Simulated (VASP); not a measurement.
## La: single point with PBEsol

The system is La.

```
La
1.0
     3.34620    0.00000    0.00000
     0.00000    3.34620    0.00000
     0.00000    0.00000    3.34620
La
1
Cartesian
  0.0000 0.0000 0.0000
```

This cell differs from its parent crystal: volume scaled by 1.12.

- Program: VASP 6.6.1
- Task: single point
- Functional: PBEsol
- Potentials or basis: VASP PAW PBE potentials, release 64 (La)
- Cutoff: 520 eV
- k mesh: 11 × 11 × 11
- Occupations: fermi-dirac, width 0.1 eV
- Spin: no spin polarisation
- Dipole correction: no
- Further INCAR settings: ALGO = Normal; EDIFF = 1e-07; NBANDS = 12

- Pressure: -2.4 GPa

Levels at points of the mesh, in eV from the Fermi level:
| k point | band 4 | band 5 | band 6 | band 7 | band 8 | band 9 |
| --- | --- | --- | --- | --- | --- | --- |
| (0.00, 0.00, 0.00) | -15.78 | -2.89 | -1.08 | -1.08 | 1.91 | 1.91 |

Wall time 22 s on 1 thread of Intel(R) Xeon(R) 6975P-C (Granite Rapids) (shared host), peak memory 0.18 GiB.

Caveat: the PAW data sets were made with another functional, which shifts forces and pressure a little; spin-orbit coupling is left out, which moves the levels of the heavy elements.
